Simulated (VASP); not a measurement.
A run of VASP 6.6.1:

File INCAR:

```
  ALGO = Normal
  EDIFF = 1E-7
  ENCUT = 520
  GGA = PE
  ISIF = 2
  ISMEAR = 0
  LASPH = T
  LCHARG = T
  LELF = T
  LREAL = F
  LVHAR = T
  LWAVE = F
  NBANDS = 34
  NELM = 100
  PREC = Accurate
  SIGMA = 0.1
```

The input KPOINTS:

```
k-points
0
Gamma
  4 4 4
```

Contents of POSCAR:

```
P7Ru
1.0
    0.0000000000      4.1787042200      4.1787042200
    4.1787042200      0.0000000000      4.1787042200
    4.1787042200      4.1787042200      0.0000000000
P Ru
7 1
Direct
    0.0000000000      0.0000000000      0.0000000000
    0.0000000000      0.5000000000      0.0000000000
    0.5000000000      0.0000000000      0.0000000000
    0.0000000000      0.5000000000      0.5000000000
    0.5000000000      0.0000000000      0.5000000000
    0.0000000000      0.0000000000      0.5000000000
    0.5000000000      0.5000000000      0.0000000000
    0.5000000000      0.5000000000      0.5000000000
```

Potentials or basis: VASP PAW PBE potentials, release 64 (P, Ru_pv).

Launch:

```bash
$ cat potpaw_PBE.64/P/POTCAR potpaw_PBE.64/Ru_pv/POTCAR > POTCAR
$ mpirun -np 1 vasp_std > vasp.out
```

Hardware: 1 thread of Intel Xeon 8259CL (shared host).

Estimate the wall time of this run.

Run time: 120 s on 1 thread of Intel Xeon 8259CL, with other jobs on the host, peak memory 0.32 GiB. Counts: scf iterations 16, k points 8.
